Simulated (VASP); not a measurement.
Crystal: Si2Mo (MoSi2 type).

```
Mo Si
1.0
    -1.55022    1.55022    3.79803
     1.55022   -1.55022    3.79803
     1.55022    1.55022   -3.79803
Mo Si
1 2
Direct
  0.00000 0.00000 0.00000
  0.33500 0.33500 0.00000
  0.66500 0.66500 0.00000
```

```yaml
Program: VASP 6.6.1
Task: relaxation of cell and atoms
Functional: PBE
Potentials_or_basis: VASP PAW PBE potentials, release 64 (Mo_sv, Si)
Cutoff: 600 eV
k_mesh: 15 × 15 × 15
Occupations: fermi-dirac, width 0.05 eV
Spin: no spin polarisation
```

At the start: pressure 29.1 GPa; volume 12.17 Å³/atom.

Q: Where does the relaxation end?

A: Over 10 steps the energy falls by 116.3 meV/atom and the volume is 13.59 Å³/atom (+11.6 %); space group I4/mmm (No. 139, to 0.1 Å) before and after.

Step by step:
```
step  energy change (eV)  largest force (eV/Å)  pressure (GPa)  volume (Å³)
   1              0.0000                0.2715           29.09        36.51
   2              0.5155                0.5192          -25.93        49.47
   3             -0.3463                0.1342           -1.20        40.96
   4             -0.3474                0.1189           -0.10        40.74
   5             -0.3473                0.1126            0.35        40.65
   6             -0.3489                0.0225            0.25        40.71
   7             -0.3489                0.0346            0.26        40.71
   8             -0.3490                0.0104           -0.31        40.82
   9             -0.3490                0.0189           -0.10        40.78
  10             -0.3490                0.0000            0.02        40.76
```

Final structure:
```cif
data_structure
_symmetry_space_group_name_H-M 'P 1'
_symmetry_Int_Tables_number 1
_cell_length_a 4.5473
_cell_length_b 4.5473
_cell_length_c 4.5473
_cell_angle_alpha 138.564
_cell_angle_beta 138.564
_cell_angle_gamma 60.041
_cell_volume 40.76
loop_
_atom_site_label
_atom_site_type_symbol
_atom_site_fract_x
_atom_site_fract_y
_atom_site_fract_z
_atom_site_occupancy
Mo1 Mo 0.00000 0.00000 0.00000 1
Si1 Si 0.33509 0.33509 0.00000 1
Si2 Si 0.66491 0.66491 0.00000 1
```
